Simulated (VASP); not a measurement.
# LiBeF3 (P1) in VASP: single point with PBE

Aim: the single point of LiBeF3 with PBE.

Everything below comes from runs of VASP 6.6.1. Logs are shortened: lines on timing, memory, paths and dates and some standing lists are left out, and cuts for length are marked.

**1. The cell of the first run**

The typed cell holds 10 atoms: a = 2.819 Å, b = 4.687 Å, c = 8.491 Å, α = 86.47°, β = 99.51°, γ = 89.96°.

**2. Single point, PBE**

INCAR

```
SYSTEM = LiBeF3
PREC = Accurate ; ENCUT = 520
EDIFF = 1E-6 ; ISMEAR = 0
SIGMA = 0.1 ; LREAL = .FALSE.
LASPH = .TRUE. ; NELM = 100
ALGO = Normal ; ISIF = 2
LWAVE = .FALSE. ; LCHARG = .FALSE.
GGA = PE ; NBANDS = 37
```

KPOINTS

```
regular mesh
0
G
  4 4 2
  0 0 0
```

POSCAR

```
LiBeF3
1.0
    2.8041414304      0.0092654739     -0.2871546240
    0.0017712170      4.6846601389      0.1387474922
   -0.5434862627      0.2729974431      8.4693709427
Li Be F
2 2 6
Direct
    0.6505858546      0.5909985218      0.3025158593
    0.3537540484      0.5287936416      0.7059259032
    0.0036196210     -0.6012933778      0.0067514741
    0.2380025357      0.0537359376      0.4763904008
    0.0784839457      0.5791522674      0.1576205884
   -0.0783498910      0.5731166395      0.8424891449
    0.6923810949      0.1606623156      0.3849326412
    0.3182598546      0.1637765324      0.6380125776
    0.5081164020      0.2286874969      0.0154401509
    0.2351465341      0.7223700249      0.4699212598
```

Potentials or basis: VASP PAW PBE potentials, release 64 (Li_sv, Be, F).

Launch:

```bash
cat potpaw_PBE.64/Li_sv/POTCAR potpaw_PBE.64/Be/POTCAR potpaw_PBE.64/F/POTCAR > POTCAR
mpirun -np 1 vasp_std > vasp.out
```

OUTCAR:

```text
SYSTEM = LiBeF3
   PREC = Accurate
   ENCUT = 520
   EDIFF = 1E-6
   ISMEAR = 0
   LREAL = .FALSE.
   LASPH = .TRUE.
   NELM = 100
   ISIF = 2
   GGA = PE

 ion  position               nearest neighbor table
   1  0.651  0.591  0.303-   5 1.86   5 1.86   7 2.09  10 2.10  10 2.11
   2  0.354  0.529  0.706-   6 1.84   6 1.84   8 1.84  10 2.12
   3  0.004  0.399  0.007-   6 1.56   5 1.56   9 1.62   9 1.62
   4  0.238  0.054  0.476-   8 1.48  10 1.56   7 1.67   7 1.67
   5  0.078  0.579  0.158-   3 1.56   1 1.86   1 1.86
   6  0.922  0.573  0.842-   3 1.56   2 1.84   2 1.84
   7  0.692  0.161  0.385-   4 1.67   4 1.67   1 2.09
   8  0.318  0.164  0.638-   4 1.48   2 1.84
   9  0.508  0.229  0.015-   3 1.62   3 1.62
  10  0.235  0.722  0.470-   4 1.56   1 2.10   1 2.11   2 2.12

  LATTYP: Found a triclinic cell.
 ALAT       =     8.4934620755
 B/A-ratio  =     0.3318812923
 C/A-ratio  =     0.5518026280
 COS(alpha) =     0.0006457004
 COS(beta)  =     0.0618385453
 COS(gamma) =     0.1667498866

  Lattice vectors:

 A1 = (   2.2606551677,   0.2822629170,   8.1822163187)
 A2 = (   2.8041414304,   0.0092654739,  -0.2871546240)
 A3 = (   0.0017712170,   4.6846601389,   0.1387474922)

Analysis of symmetry for initial positions (statically):
=====================================================================
 Subroutine PRICEL returns:
 Original cell was already a primitive cell.

 Routine SETGRP: Setting up the symmetry group for a
 triclinic supercell.

 Subroutine GETGRP returns: Found  1 space group operations
 (whereof  1 operations were pure point group operations)
 out of a pool of  2 trial point group operations.

The static configuration has the point symmetry C_1 .

Analysis of symmetry for dynamics (positions and initial velocities):
=====================================================================
 Subroutine PRICEL returns:
 Original cell was already a primitive cell.

 Routine SETGRP: Setting up the symmetry group for a
 triclinic supercell.

 Subroutine GETGRP returns: Found  1 space group operations
 (whereof  1 operations were pure point group operations)
 out of a pool of  2 trial point group operations.

The dynamic configuration has the point symmetry C_1 .

 Subroutine INISYM returns: Found  1 space group operations
 (whereof  1 operations are pure point group operations),
 and found     1 'primitive' translations

----------------------------------------------------------------------------------------

                                     Primitive cell

  volume of cell :     110.4192

  direct lattice vectors                    reciprocal lattice vectors
     2.804141430  0.009265474 -0.287154624     0.358979776 -0.000818775  0.023062409
     0.001771217  4.684660139  0.138747492    -0.001420634  0.213669879 -0.006978491
    -0.543486263  0.272997443  8.469370943     0.012194508 -0.003528158  0.118968780

  length of vectors
     2.818821170  4.686714694  8.491180665     0.359720760  0.213788528  0.119644158

  position of ions in fractional coordinates (direct lattice)
     0.650585855  0.590998522  0.302515859
     0.353754048  0.528793642  0.705925903
     0.003619621  0.398706622  0.006751474
     0.238002536  0.053735938  0.476390401
     0.078483946  0.579152267  0.157620588
     0.921650109  0.573116640  0.842489145
     0.692381095  0.160662316  0.384932641
     0.318259855  0.163776532  0.638012578
     0.508116402  0.228687497  0.015440151
     0.235146534  0.722370025  0.469921260

  ion indices of the primitive-cell ions
   primitive index   ion index
                 1           1
                 2           2
                 3           3
                 4           4
                 5           5
                 6           6
                 7           7
                 8           8
                 9           9
                10          10

----------------------------------------------------------------------------------------

 KPOINTS: regular mesh

Automatic generation of k-mesh.
 Grid dimensions read from file:
 generate k-points for:    4    4    2

 Generating k-lattice:

  Cartesian coordinates                     Fractional coordinates (reciprocal lattice)
     0.089744944 -0.000204694  0.005765602     0.250000000  0.000000000  0.000000000
    -0.000355158  0.053417470 -0.001744623     0.000000000  0.250000000  0.000000000
     0.006097254 -0.001764079  0.059484390    -0.000000000  0.000000000  0.500000000

  Length of vectors
     0.089930190  0.053447132  0.059822079

  Shift w.r.t. Gamma in fractional coordinates (k-lattice)
     0.000000000  0.000000000  0.000000000

 Subroutine IBZKPT returns following result:
 ===========================================

 Found     20 irreducible k-points:

 Following reciprocal coordinates:
            Coordinates               Weight
  0.000000  0.000000  0.000000      1.000000
  0.250000  0.000000 -0.000000      2.000000
  0.500000  0.000000 -0.000000      1.000000
  0.000000  0.250000  0.000000      2.000000
  0.250000  0.250000 -0.000000      2.000000
  0.500000  0.250000 -0.000000      2.000000
[... 12 lines left out ...]
  0.250000  0.500000  0.500000      2.000000
  0.500000  0.500000  0.500000      1.000000
   k-points           NKPTS =     20   k-points in BZ     NKDIM =     20   number of bands    NBANDS=     37
   number of dos      NEDOS =    301   number of ions     NIONS =     10
   total plane-waves  NPLWV =  55296
   dimension x,y,z NGX =    24 NGY =   36 NGZ =   64
   dimension x,y,z NGXF=    48 NGYF=   72 NGZF=  128
   ions per type =               2   2   6
   NGX,Y,Z   is equivalent  to a cutoff of  14.15, 12.77, 12.53 a.u.
   NGXF,Y,Z  is equivalent  to a cutoff of  28.31, 25.54, 25.06 a.u.
 SYSTEM =  LiBeF3
   PREC   = accura    normal or accurate (medium, high low for compatibility)
   ISTART =      0    job   : 0-new  1-cont  2-samecut
   ICHARG =      2    charge: 1-file 2-atom 10-const
   ISPIN  =      1    spin polarized calculation?
   LNONCOLLINEAR =      F non collinear calculations
   LSORBIT =      F    spin-orbit coupling
   LASPH  =      T    aspherical Exc in radial PAW
   ENCUT  =  520.0 eV  38.22 Ry    6.18 a.u.   5.24  8.71 15.79*2*pi/ulx,y,z
   NELM   =    100;   NELMIN=  2; NELMDL= -5     # of ELM steps
   EDIFF  = 0.1E-05   stopping-criterion for ELM
   LREAL  =      F    real-space projection
   EDIFFG = 0.1E-04   stopping-criterion for IOM
   NSW    =      0    number of steps for IOM
   IBRION =     -1    ionic relax: 0-MD 1-quasi-New 2-CG
   NFREE  =      0    steps in history (QN), initial steepest desc. (CG)
   ISIF   =      2    stress and relaxation
   ISYM   =      2    0-nonsym 1-usesym 2-fastsym
   POTIM  = 0.5000    time-step for ionic-motion
   TEBEG  =    0.0;   TEEND  =   0.0 temperature during run
   PSTRESS=    0.0 pullay stress
   NELECT =      52.0000    total number of electrons
   NUPDOWN=      -1.0000    fix difference up-down
   EMIN   =  10.00;   EMAX   =-10.00  energy-range for DOS
   EFERMI =   0.00;   METHOD = LEGACY
   ISMEAR =     0;   SIGMA  =   0.10  broadening in eV -4-tet -1-fermi 0-gaus
   EFERMI_NEDOS =   21; number of points for ismear=-14 and -15
   IALGO  =     38    algorithm
   IMIX   =      4    mixing-type and parameters
     AMIX     =   0.40;   BMIX     =  1.00
     AMIX_MAG =   1.60;   BMIX_MAG =  1.00
  volume/ion in A,a.u.               =      11.04        74.51
  Fermi-wavevector in a.u.,A,eV,Ry     =   1.273682  2.406911 22.072279  1.622267
  Thomas-Fermi vector in A             =   2.406492
   LORBIT       =      0    0 simple, 1 ext, 2 COOP (PROOUT), +10 PAW based schemes
   GGA     = PE    functional components
   LHFCALC =     F    Hartree Fock is set to
   AEXX    =    0.0000 exact exchange contribution
   IVDW    =     0    specifies the selected vdW correction
   LEPSILON=     F    determine dielectric tensor
   LRPA    =     F    only Hartree local field effects (RPA)
 non-spin polarized calculation
 Gauss-broadening in eV      SIGMA  =   0.10
  energy-cutoff  :      520.00
  volume of cell :      110.42
 maximum number of plane-waves:      2991
 NGX is ok and might be reduce to    24
   NGX = 11   NGY = 17   NGZ = 31

 number of electron      52.0000003 magnetization

 Free energy of the ion-electron system (eV)
  ---------------------------------------------------
  ext. energy  EPLUGINS =         0.00000000
  ---------------------------------------------------
  free energy    TOTEN  =       -53.15695413 eV

  energy without entropy =      -53.15695413  energy(sigma->0) =      -53.15695413

 E-fermi :  -1.8683     XC(G=0):  -8.5119

 val. band max:       -2.4784566654   @ k =   0.0000   0.0000   0.5000
 cond. band min:       4.7474274011   @ k =   0.0000   0.0000   0.0000
 fundamental gap:      7.2258840664
 Fermi energy:        -1.8683076375

 k-point     1 :       0.0000    0.0000    0.0000
  band No.  band energies     occupation
      1     -44.1183      2.00000
      2     -43.5962      2.00000
      3     -24.2936      2.00000
      4     -23.3928      2.00000
      5     -23.3901      2.00000
      6     -22.7041      2.00000
[... 29 lines left out ...]
     36      13.2306      0.00000
     37      13.5666      0.00000

 k-point     2 :       0.2500    0.0000   -0.0000
  band No.  band energies     occupation
      1     -44.1072      2.00000
      2     -43.5850      2.00000
      3     -24.1362      2.00000
      4     -23.3500      2.00000
      5     -23.2152      2.00000
      6     -22.6348      2.00000
[... 29 lines left out ...]
     36      13.0732      0.00000
     37      13.4631      0.00000
[... 678 lines left out ...]
     36      13.2172      0.00000
     37      13.4944      0.00000

 k-point    20 :       0.5000    0.5000    0.5000
  band No.  band energies     occupation
      1     -44.0960      2.00000
      2     -43.5737      2.00000
      3     -23.9565      2.00000
      4     -23.3139      2.00000
      5     -22.9619      2.00000
      6     -22.6872      2.00000
[... 29 lines left out ...]
     36      12.7005      0.00000
     37      13.4862      0.00000

------------------------ aborting loop because EDIFF is reached ----------------------------------------

  FORCE on cell =-STRESS in cart. coord.  units (eV):
  Direction    XX          YY          ZZ          XY          YZ          ZX
  --------------------------------------------------------------------------------------
  -------------------------------------------------------------------------------------
  Total       -0.0306104     -0.0562686     -0.0784162      0.0057861      0.0750828     -0.0099963
  in kB       -0.4441559     -0.8164543     -1.1378153      0.0839563      1.0894483     -0.1450463
  external PRESSURE =      -0.7994751 kB  Pullay stress =       0.0000000 kB

 VOLUME and BASIS-vectors are now :
 -----------------------------------------------------------------------------
  energy-cutoff  :      520.00
  volume of cell :      110.42
      direct lattice vectors                 reciprocal lattice vectors
     2.804141430  0.009265474 -0.287154624     0.358979776 -0.000818775  0.023062409
     0.001771217  4.684660139  0.138747492    -0.001420634  0.213669879 -0.006978491
    -0.543486263  0.272997443  8.469370943     0.012194508 -0.003528158  0.118968780

 POSITION                                       TOTAL-FORCE (eV/Angst)
 -----------------------------------------------------------------------------------
      1.66097      2.85724      2.45730         0.002859     -0.003494      0.014844
      0.60925      2.67321      5.95054        -0.001583      0.013660     -0.012081
      0.00719      1.86968      0.11146        -0.000240     -0.024564     -0.002268
      0.40858      0.38399      3.97384        -0.001153      0.025267     -0.006817
      0.13544      2.75689      1.39277         0.004350      0.017672      0.032523
      2.12757      2.92339      6.95022        -0.003039      0.011859     -0.022013
      1.73261      0.86415      3.08361        -0.002969      0.011818     -0.020369
      0.54598      0.94436      5.33490         0.002640      0.014667      0.021275
      1.41684      1.08025      0.01659         0.000181     -0.017500      0.003173
      0.40527      3.51452      4.01264        -0.001046     -0.049383     -0.008267
 -----------------------------------------------------------------------------------
    total drift:                               -0.002383      0.000385      0.000561

  FREE ENERGIE OF THE ION-ELECTRON SYSTEM (eV)
  ---------------------------------------------------
  free  energy   TOTEN  =       -53.1569541344 eV

  energy  without entropy=      -53.1569541344  energy(sigma->0) =      -53.15695413
```

Run time: 51 s. Hardware: 1 thread of AMD EPYC 9R14 (Zen 4), shared host; peak memory 0.21 GiB.

Results:

```
Free energy            : -53.1570 eV
Largest force          : 0.050 eV/Å
Band gap on the k mesh : 7.23 eV, indirect (the least direct gap lies 0.8 meV higher)
```

Forces in eV/Å, atoms in the order of the input:
```
Li   0.003 -0.003  0.015
Li  -0.002  0.014 -0.012
Be   0.000 -0.025 -0.002
Be  -0.001  0.025 -0.007
F    0.004  0.018  0.033
F   -0.003  0.012 -0.022
F   -0.003  0.012 -0.020
F    0.003  0.015  0.021
F    0.000 -0.018  0.003
F   -0.001 -0.049 -0.008
```

Levels at points of the mesh, in eV from the valence-band top:
```csv
k point,band 23,band 24,band 25,band 26,band 27,band 28,band 29,band 30
"(0.00, 0.00, 0.00)",-0.71,-0.67,-0.50,0.00,7.23,9.32,9.73,11.58
"(0.50, 0.00, 0.00)",-0.99,-0.75,-0.68,-0.65,11.31,11.41,12.29,12.59
"(0.00, 0.50, 0.00)",-0.71,-0.67,-0.43,-0.01,8.61,9.36,10.43,10.72
"(0.50, 0.50, 0.00)",-0.92,-0.82,-0.73,-0.64,11.00,11.48,11.55,12.74
"(0.00, 0.00, 0.50)",-0.71,-0.66,-0.53,0.00,7.60,8.30,10.86,11.48
"(0.50, 0.00, 0.50)",-0.99,-0.75,-0.68,-0.65,11.31,11.41,12.29,12.59
"(0.00, 0.50, 0.50)",-0.71,-0.67,-0.44,-0.01,8.71,9.46,9.84,10.80
"(0.50, 0.50, 0.50)",-0.92,-0.82,-0.73,-0.64,11.00,11.48,11.55,12.74
```

Caveat: the k points lie up to 0.57 Å⁻¹ apart; the cutoff is under 1.25 times the usual one of these potentials, so pressure, stress and relaxed cells hold a basis-set (Pulay) error.
